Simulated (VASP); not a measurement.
# CdSe (Fm-3m) in VASP: single point with HSE06

Aim: the single point of CdSe with HSE06.

Everything below comes from runs of VASP 6.6.1. Logs are shortened: lines on timing, memory, paths and dates and some standing lists are left out, and cuts for length are marked.

## Step 1: The cell of the first run

It takes space group Fm-3m (No. 225, cubic). Conventional cell: a = 5.686 Å, b = 5.686 Å, c = 5.686 Å, α = 90.00°, β = 90.00°, γ = 90.00°. Within 3.7 Å of Cd (site symmetry m-3m) lie 6 Se at 2.84 Å. Within 3.7 Å of Se (site symmetry m-3m) lie 6 Cd at 2.84 Å.

## Step 2: Single point, HSE06

POSCAR reads:

```
CdSe
1.0
    0.0000000000      2.8429458735      2.8429458735
    2.8429458735      0.0000000000      2.8429458735
    2.8429458735      2.8429458735      0.0000000000
Cd Se
1 1
Direct
    0.0000000000      0.0000000000      0.0000000000
    0.5000000000      0.5000000000      0.5000000000
```

INCAR.step1 reads:

```
PREC = Accurate ; ENCUT = 520
EDIFF = 1E-5 ; ISMEAR = -1
SIGMA = 0.02 ; LREAL = F
LASPH = T ; NELM = 80
ALGO = Normal ; ISIF = 2
LWAVE = T ; LCHARG = F
NBANDS = 16 ; GGA = PE
```

INCAR.step2 reads:

```
PREC = Accurate ; ENCUT = 520
EDIFF = 1E-7 ; ISMEAR = -1
SIGMA = 0.02 ; LREAL = F
LASPH = T ; NELM = 80
ALGO = Normal ; ISIF = 2
LWAVE = F ; LCHARG = F
GGA = PE ; LHFCALC = T
HFSCREEN = 0.2079 ; PRECFOCK = Normal
NBANDS = 16 ; ISTART = 1
```

KPOINTS reads:

```
regular mesh
0
Gamma
  4 4 4
```

Potentials or basis: VASP PAW PBE potentials, release 64 (Cd, Se).

The run is started by

```bash
$ cat potpaw_PBE.64/Cd/POTCAR potpaw_PBE.64/Se/POTCAR > POTCAR
$ cp INCAR.step1 INCAR
$ mpirun -np 1 vasp_std > vasp.out
$ cp INCAR.step2 INCAR
$ mpirun -np 1 vasp_std > vasp.out
```

OUTCAR:

```text
PREC = Accurate
   ENCUT = 520
   EDIFF = 1E-7
   ISMEAR = -1
   LREAL = F
   LASPH = T
   NELM = 80
   ISIF = 2
   GGA = PE
   LHFCALC = T
   HFSCREEN = 0.2079
   PRECFOCK = Normal
   ISTART = 1

 ion  position               nearest neighbor table
   1  0.000  0.000  0.000-   2 2.84   2 2.84   2 2.84   2 2.84   2 2.84   2 2.84
   2  0.500  0.500  0.500-   1 2.84   1 2.84   1 2.84   1 2.84   1 2.84   1 2.84

  LATTYP: Found a face centered cubic cell.
 ALAT       =     5.6858917470

  Lattice vectors:

 A1 = (   0.0000000000,   2.8429458735,   2.8429458735)
 A2 = (   2.8429458735,   0.0000000000,   2.8429458735)
 A3 = (   2.8429458735,   2.8429458735,   0.0000000000)

Analysis of symmetry for initial positions (statically):
=====================================================================
 Subroutine PRICEL returns:
 Original cell was already a primitive cell.

 Routine SETGRP: Setting up the symmetry group for a
 face centered cubic supercell.

 Subroutine GETGRP returns: Found 48 space group operations
 (whereof 48 operations were pure point group operations)
 out of a pool of 48 trial point group operations.

The static configuration has the point symmetry O_h .

Analysis of symmetry for dynamics (positions and initial velocities):
=====================================================================
 Subroutine PRICEL returns:
 Original cell was already a primitive cell.

 Routine SETGRP: Setting up the symmetry group for a
 face centered cubic supercell.

 Subroutine GETGRP returns: Found 48 space group operations
 (whereof 48 operations were pure point group operations)
 out of a pool of 48 trial point group operations.

The dynamic configuration has the point symmetry O_h .

 Subroutine INISYM returns: Found 48 space group operations
 (whereof 48 operations are pure point group operations),
 and found     1 'primitive' translations

----------------------------------------------------------------------------------------

                                     Primitive cell

  volume of cell :      45.9553

  direct lattice vectors                    reciprocal lattice vectors
     0.000000000  2.842945874  2.842945874    -0.175873908  0.175873908  0.175873908
     2.842945874  0.000000000  2.842945874     0.175873908 -0.175873908  0.175873908
     2.842945874  2.842945874  0.000000000     0.175873908  0.175873908 -0.175873908

  length of vectors
     4.020532611  4.020532611  4.020532611     0.304622544  0.304622544  0.304622544

  position of ions in fractional coordinates (direct lattice)
     0.000000000  0.000000000  0.000000000
     0.500000000  0.500000000  0.500000000

  ion indices of the primitive-cell ions
   primitive index   ion index
                 1           1
                 2           2

----------------------------------------------------------------------------------------

 KPOINTS: regular mesh

Automatic generation of k-mesh.
 Grid dimensions read from file:
 generate k-points for:    4    4    4

 Generating k-lattice:

  Cartesian coordinates                     Fractional coordinates (reciprocal lattice)
    -0.043968477  0.043968477  0.043968477     0.250000000  0.000000000  0.000000000
     0.043968477 -0.043968477  0.043968477     0.000000000  0.250000000  0.000000000
     0.043968477  0.043968477 -0.043968477     0.000000000  0.000000000  0.250000000

  Length of vectors
     0.076155636  0.076155636  0.076155636

  Shift w.r.t. Gamma in fractional coordinates (k-lattice)
     0.000000000  0.000000000  0.000000000

 Subroutine IBZKPT returns following result:
 ===========================================

 Found      8 irreducible k-points:

 Following reciprocal coordinates:
            Coordinates               Weight
  0.000000  0.000000  0.000000      1.000000
  0.250000  0.000000  0.000000      8.000000
  0.500000  0.000000  0.000000      4.000000
  0.250000  0.250000  0.000000      6.000000
  0.500000  0.250000  0.000000     24.000000
 -0.250000  0.250000  0.000000     12.000000
  0.500000  0.500000  0.000000      3.000000
 -0.250000  0.500000  0.250000      6.000000
   k-points           NKPTS =      8   k-points in BZ     NKDIM =     64   number of bands    NBANDS=     16
   number of dos      NEDOS =    301   number of ions     NIONS =      2
   total plane-waves  NPLWV =  27000
   dimension x,y,z NGX =    30 NGY =   30 NGZ =   30
   dimension x,y,z NGXF=    60 NGYF=   60 NGZF=   60
   ions per type =               1   1
   NGX,Y,Z   is equivalent  to a cutoff of  12.40, 12.40, 12.40 a.u.
   NGXF,Y,Z  is equivalent  to a cutoff of  24.81, 24.81, 24.81 a.u.
 SYSTEM =  unknown system
   PREC   = accura    normal or accurate (medium, high low for compatibility)
   ISTART =      1    job   : 0-new  1-cont  2-samecut
   ICHARG =      0    charge: 1-file 2-atom 10-const
   ISPIN  =      1    spin polarized calculation?
   LNONCOLLINEAR =      F non collinear calculations
   LSORBIT =      F    spin-orbit coupling
   LASPH  =      T    aspherical Exc in radial PAW
   ENCUT  =  520.0 eV  38.22 Ry    6.18 a.u.   7.48  7.48  7.48*2*pi/ulx,y,z
   NELM   =     80;   NELMIN=  2; NELMDL=  0     # of ELM steps
   EDIFF  = 0.1E-06   stopping-criterion for ELM
   LREAL  =      F    real-space projection
   EDIFFG = 0.1E-05   stopping-criterion for IOM
   NSW    =      0    number of steps for IOM
   IBRION =     -1    ionic relax: 0-MD 1-quasi-New 2-CG
   NFREE  =      0    steps in history (QN), initial steepest desc. (CG)
   ISIF   =      2    stress and relaxation
   ISYM   =      3    0-nonsym 1-usesym 2-fastsym
   POTIM  = 0.5000    time-step for ionic-motion
   TEBEG  =    0.0;   TEEND  =   0.0 temperature during run
   PSTRESS=    0.0 pullay stress
   NELECT =      18.0000    total number of electrons
   NUPDOWN=      -1.0000    fix difference up-down
   EMIN   =  10.00;   EMAX   =-10.00  energy-range for DOS
   EFERMI =   0.00;   METHOD = LEGACY
   ISMEAR =    -1;   SIGMA  =   0.02  broadening in eV -4-tet -1-fermi 0-gaus
   EFERMI_NEDOS =   21; number of points for ismear=-14 and -15
   IALGO  =     38    algorithm
   IMIX   =      1    mixing-type and parameters
     AMIX     =   0.40;   BMIX     =  1.00
     AMIX_MAG =   1.60;   BMIX_MAG =  1.00
  volume/ion in A,a.u.               =      22.98       155.06
  Fermi-wavevector in a.u.,A,eV,Ry     =   1.197808  2.263528 19.520865  1.434743
  Thomas-Fermi vector in A             =   2.333713
   LORBIT       =      0    0 simple, 1 ext, 2 COOP (PROOUT), +10 PAW based schemes
   GGA     = PE    functional components
   LHFCALC =     T    Hartree Fock is set to
   PRECFOCK=normal    Normal, Fast or Accurate (Low or Medium for compatibility)
   ENCUT4O =  -1.0   cutoff for four orbital integrals eV
   NKREDX  =     1    reduce k-point grid by
   NKREDY  =     1    reduce k-point grid by
   NKREDZ  =     1    reduce k-point grid by
   AEXX    =    0.2500 exact exchange contribution
   HFSCREEN=    0.2079 screening length (either q_TF or 0.3 A-1)
   HFSCREENC=   0.2079 screening length for correlation (either q_TF or 0.3 A-1)
   ENCUTFOCK=  -1.0 apply spherical cutoff to Coloumb kernel
   IVDW    =     0    specifies the selected vdW correction
   LEPSILON=     F    determine dielectric tensor
   LRPA    =     F    only Hartree local field effects (RPA)
 non-spin polarized calculation
  energy-cutoff  :      520.00
  volume of cell :       45.96
 maximum number of plane-waves:      1245
 NGX is ok and might be reduce to    30
  NGX = 24; NGY = 24; NGZ = 24

 number of electron      17.9999999 magnetization

 Free energy of the ion-electron system (eV)
  ---------------------------------------------------
  ext. energy  EPLUGINS =         0.00000000
  ---------------------------------------------------
  free energy    TOTEN  =        -6.44356888 eV

  energy without entropy =       -6.44356559  energy(sigma->0) =       -6.44356723

 E-fermi :   2.1851     XC(G=0):  -8.3940

 val. band max:        1.9768850625   @ k =   0.5000   0.0000   0.0000
 cond. band min:       2.3736512070   @ k =   0.5000   0.5000   0.0000
 fundamental gap:      0.3967661445
 Fermi energy:         2.1850845375

 k-point     1 :       0.0000    0.0000    0.0000
  band No.  band energies     occupation
      1     -12.2125      2.00000
      2      -7.3401      2.00000
      3      -7.3401      2.00000
      4      -7.3021      2.00000
      5      -7.3021      2.00000
      6      -7.3021      2.00000
      7       1.3771      2.00000
      8       1.3771      2.00000
      9       1.3771      2.00000
     10       3.1662      0.00000
     11      11.6597      0.00000
     12      11.6597      0.00000
     13      11.6597      0.00000
     14      13.3129      0.00000
     15      13.3129      0.00000
     16      13.3129      0.00000

 k-point     2 :       0.2500    0.0000    0.0000
  band No.  band energies     occupation
      1     -11.7246      2.00000
      2      -7.4545      2.00000
      3      -7.4545      2.00000
      4      -7.3425      2.00000
      5      -7.2336      2.00000
      6      -7.2336      2.00000
      7      -1.7328      2.00000
      8       1.6510      2.00000
      9       1.6510      2.00000
     10       5.7837      0.00000
     11       9.4739      0.00000
     12       9.7959      0.00000
     13       9.7959      0.00000
     14      12.6860      0.00000
     15      13.3873      0.00000
     16      13.3873      0.00000

 k-point     3 :       0.5000    0.0000    0.0000
  band No.  band energies     occupation
      1     -11.1012      2.00000
      2      -7.5683      2.00000
      3      -7.5683      2.00000
      4      -7.4391      2.00000
      5      -7.1597      2.00000
      6      -7.1597      2.00000
      7      -3.4828      2.00000
      8       1.9769      1.99994
      9       1.9769      1.99994
     10       5.8674      0.00000
     11       8.2401      0.00000
     12       8.2401      0.00000
     13       9.5810      0.00000
     14      14.5134      0.00000
     15      16.2467      0.00000
     16      16.2467      0.00000

 k-point     4 :       0.2500    0.2500    0.0000
  band No.  band energies     occupation
      1     -11.6661      2.00000
      2      -7.4005      2.00000
      3      -7.3566      2.00000
      4      -7.3009      2.00000
      5      -7.2190      2.00000
      6      -7.2190      2.00000
      7      -1.0359      2.00000
      8       0.5493      2.00000
      9       0.5493      2.00000
     10       5.3830      0.00000
     11       9.1968      0.00000
     12       9.2311      0.00000
     13      11.9176      0.00000
     14      11.9176      0.00000
     15      15.8791      0.00000
     16      16.8628      0.00000

 k-point     5 :       0.5000    0.2500    0.0000
  band No.  band energies     occupation
      1     -11.2276      2.00000
      2      -7.4176      2.00000
      3      -7.3682      2.00000
      4      -7.2515      2.00000
      5      -7.1392      2.00000
      6      -7.0147      2.00000
      7      -2.6877      2.00000
      8      -0.2668      2.00000
      9       0.6814      2.00000
     10       4.9083      0.00000
     11       8.8679      0.00000
     12      10.7633      0.00000
     13      10.8058      0.00000
     14      13.4947      0.00000
     15      16.7978      0.00000
     16      17.3252      0.00000

 k-point     6 :      -0.2500    0.2500    0.0000
  band No.  band energies     occupation
      1     -11.2775      2.00000
      2      -7.5273      2.00000
      3      -7.4201      2.00000
      4      -7.3086      2.00000
      5      -7.1961      2.00000
      6      -7.0974      2.00000
      7      -2.3936      2.00000
      8      -0.5527      2.00000
      9       1.8256      2.00000
     10       6.7043      0.00000
     11       8.2398      0.00000
     12       9.1683      0.00000
     13      10.0838      0.00000
     14      13.4428      0.00000
     15      16.1529      0.00000
     16      16.2963      0.00000

 k-point     7 :       0.5000    0.5000    0.0000
  band No.  band energies     occupation
      1     -11.3312      2.00000
      2      -7.4113      2.00000
      3      -7.2613      2.00000
      4      -7.1051      2.00000
      5      -7.1051      2.00000
      6      -6.4582      2.00000
      7      -2.5969      2.00000
      8      -0.2732      2.00000
      9      -0.2732      2.00000
     10       2.3737      0.00016
     11       8.2148      0.00000
     12      13.3053      0.00000
     13      13.9765      0.00000
     14      13.9765      0.00000
     15      17.8754      0.00000
     16      18.3614      0.00000

 k-point     8 :      -0.2500    0.5000    0.2500
  band No.  band energies     occupation
      1     -11.1842      2.00000
      2      -7.4426      2.00000
      3      -7.2891      2.00000
      4      -7.2891      2.00000
      5      -7.1050      2.00000
      6      -6.6353      2.00000
      7      -1.5234      2.00000
      8      -1.5234      2.00000
      9      -1.1682      2.00000
     10       5.9460      0.00000
     11       8.9797      0.00000
     12      10.4912      0.00000
     13      10.4912      0.00000
     14      15.5854      0.00000
     15      15.5854      0.00000
     16      18.3667      0.00000

------------------------ aborting loop because EDIFF is reached ----------------------------------------

  FORCE on cell =-STRESS in cart. coord.  units (eV):
  Direction    XX          YY          ZZ          XY          YZ          ZX
  --------------------------------------------------------------------------------------
  -------------------------------------------------------------------------------------
  Total        0.2129955      0.2129955      0.2129955      0.0000000      0.0000000     -0.0000000
  in kB        7.4258330      7.4258330      7.4258330      0.0000000      0.0000000     -0.0000000
  external PRESSURE =       7.4258330 kB  Pullay stress =       0.0000000 kB

 VOLUME and BASIS-vectors are now :
 -----------------------------------------------------------------------------
  energy-cutoff  :      520.00
  volume of cell :       45.96
      direct lattice vectors                 reciprocal lattice vectors
     0.000000000  2.842945874  2.842945874    -0.175873908  0.175873908  0.175873908
     2.842945874  0.000000000  2.842945874     0.175873908 -0.175873908  0.175873908
     2.842945874  2.842945874  0.000000000     0.175873908  0.175873908 -0.175873908

 POSITION                                       TOTAL-FORCE (eV/Angst)
 -----------------------------------------------------------------------------------
      0.00000      0.00000      0.00000         0.000000      0.000000      0.000000
      2.84295      2.84295      2.84295        -0.000000     -0.000000     -0.000000
 -----------------------------------------------------------------------------------
    total drift:                                0.000017      0.000025      0.000024

  FREE ENERGIE OF THE ION-ELECTRON SYSTEM (eV)
  ---------------------------------------------------
  free  energy   TOTEN  =        -6.4435688783 eV

  energy  without entropy=       -6.4435655850  energy(sigma->0) =       -6.44356723
```

It used 1700 s of CPU time on 1 thread of AMD EPYC 7R13 Processor (Zen 3), with other jobs on the host.

Results:

| Property | Result |
| --- | --- |
| Free energy | -6.4436 eV |
| Pressure | 0.7 GPa |
| Band gap on the k mesh | 0.40 eV, indirect (least direct gap 1.79 eV) |

Caveat: the k points lie up to 0.48 Å⁻¹ apart; the PAW data sets were made with another functional, which shifts forces and pressure a little. A k mesh can miss the band edges.
